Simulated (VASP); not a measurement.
Here is a VASP 6.6.1 calculation.

File INCAR:

```
SYSTEM = TaSi2
ALGO     = Normal         ! electronic algorithm
EDIFF    = 1E-6           ! SCF threshold, eV
EDIFFG   = -0.01          ! ionic threshold
ENCUT    = 600            ! plane-wave cutoff, eV
GGA      = PS             ! functional
IBRION   = 2              ! ionic algorithm
ISIF     = 3              ! what is computed and relaxed
ISMEAR   = -1             ! smearing method
LASPH    = .TRUE.         ! aspherical terms in the spheres
LCHARG   = .FALSE.        ! write CHGCAR
LREAL    = .FALSE.        ! projectors in reciprocal space
LWAVE    = .FALSE.        ! write WAVECAR
NELM     = 60             ! most SCF steps
NSW      = 80             ! ionic steps
PREC     = Accurate       ! precision mode
SIGMA    = 0.1            ! smearing width, eV
```

File KPOINTS:

```
k-points
0
G
  8 8 5
  0 0 0
```

The input POSCAR:

```
TaSi2
1.0
    4.7800000000      0.0000000000      0.0000000000
   -2.3900000000      4.1396014300      0.0000000000
    0.0000000000      0.0000000000      6.5640000000
Ta Si
3 6
Direct
    0.5000000000      0.0000000000      0.5000000000
    0.5000000000      0.5000000000      0.8333333300
    0.0000000000      0.5000000000      0.1666666700
    0.1666500000      0.3333000000      0.5000000000
    0.8333500000      0.1666500000      0.8333333300
    0.6667000000      0.8333500000      0.1666666700
    0.8333500000      0.6667000000      0.5000000000
    0.1666500000      0.8333500000      0.8333333300
    0.3333000000      0.1666500000      0.1666666700
```

Potentials or basis: VASP PAW PBE potentials, release 64 (Ta_pv, Si).

The run is started by

```bash
$ cat potpaw_PBE.64/Ta_pv/POTCAR potpaw_PBE.64/Si/POTCAR > POTCAR
$ mpirun -np 1 vasp_std > vasp.out
```

Task: Predict the relaxed cell.

Result: a = 4.764 Å, b = 4.764 Å, c = 6.560 Å, α = 90.00°, β = 90.00°, γ = 120.00°.

Task: Estimate the space group after relaxing (to 0.1 Å).

Result: P6_222 (No. 180).

Task: What does it give for the band gap on the k mesh?

Result: Zero (an odd number of electrons rules out a gap without spin polarisation).

Forces in eV/Å, atoms in the order of the input:
```
Ta   0.000  0.000  0.000
Ta   0.000  0.000  0.000
Ta   0.000  0.000  0.000
Si   0.000  0.005  0.000
Si  -0.004  0.002  0.000
Si  -0.004 -0.002  0.000
Si   0.000 -0.005  0.000
Si   0.004 -0.002  0.000
Si   0.004  0.002  0.000
```

Caveat: the PAW data sets were made with another functional, which shifts forces and pressure a little; spin-orbit coupling is left out, which moves the levels of the heavy elements.
